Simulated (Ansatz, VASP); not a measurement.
**One calculation of Sn, two programs**

```
CELL_PARAMETERS angstrom
-2.94014 2.94014 1.59930
2.94014 -2.94014 1.59930
2.94014 2.94014 -1.59930
ATOMIC_POSITIONS crystal
Sn 0.75000 0.25000 0.50000
Sn 0.00000 0.00000 0.00000
```

Alike in both runs: task single point; functional PBE; k mesh 18 × 18 × 18; occupations methfessel-paxton of order 1, width 0.2 eV; no spin polarisation.

|  | VASP | Ansatz |
| --- | --- | --- |
| version | VASP 6.6.1 | Ansatz 0.2.0 |
| potentials or method | VASP PAW PBE potentials, release 64 (Sn_d), cutoff 520 eV | scalar-relativistic, plane waves, PAW |
| valence electrons in the cell | 28 | 28 |

```csv
,VASP,Ansatz,Ansatz less VASP
gap on the k mesh at the Fermi level (eV),none,none,-
pressure (GPa),1.3,1.4,+0.06
```

A gap of «none» marks a metal or a gap that the smearing closes.
